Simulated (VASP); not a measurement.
Wanted: the native input for a VASP 6.6.1 run.

```
Task                   : single point
Functional             : LDA
Potentials or basis    : VASP PAW LDA potentials, release 64 (Ta_pv)
Cutoff                 : 520 eV
k mesh                 : 12 × 12 × 6
Occupations            : fermi-dirac, width 0.25 eV
Spin                   : no spin polarisation
Dipole correction      : no
Further INCAR settings : ALGO = Normal; EDIFF = 1e-06; NBANDS = 18
```

The structure of Ta lies in POSCAR:

```
Ta
1.0
    2.9003720000      0.0000000000      0.0000000000
   -1.4501860000      2.5117960000      0.0000000000
    0.0000000000      0.0000000000      5.1662740000
Ta
2
Direct
    0.6666666667      0.3333333333      0.7500000000
    0.3333333333      0.6666666667      0.2500000000
```

One way to write it, as run:

INCAR

```
SYSTEM = Ta
PREC = Accurate ; ENCUT = 520
EDIFF = 1E-6 ; ISMEAR = -1
SIGMA = 0.25 ; LREAL = .FALSE.
LASPH = .TRUE. ; NELM = 80
ALGO = Normal ; ISIF = 2
LWAVE = .FALSE. ; LCHARG = .FALSE.
NBANDS = 18
```

KPOINTS

```
regular mesh
0
G
  12 12 6
  0 0 0
```

Potentials or basis: VASP PAW LDA potentials, release 64 (Ta_pv).

Launch:

```bash
$ cat potpaw_LDA.64/Ta_pv/POTCAR > POTCAR
$ mpirun -np 1 vasp_std > vasp.out
```

Results of the run:

| Quantity | Value |
| --- | --- |
| Pressure | -9.9 GPa |
| Band gap on the k mesh | zero (band 11 reaches 7.04 eV, above the bottom of band 12 at 4.73 eV) |

Caveat: spin-orbit coupling is left out, which moves the levels of the heavy elements.

Wall time 25 s on 1 thread of Intel(R) Xeon(R) Platinum 8175M CPU @ 2.50GHz (Skylake/Cascade Lake), with other jobs on the host, peak memory 0.17 GiB.
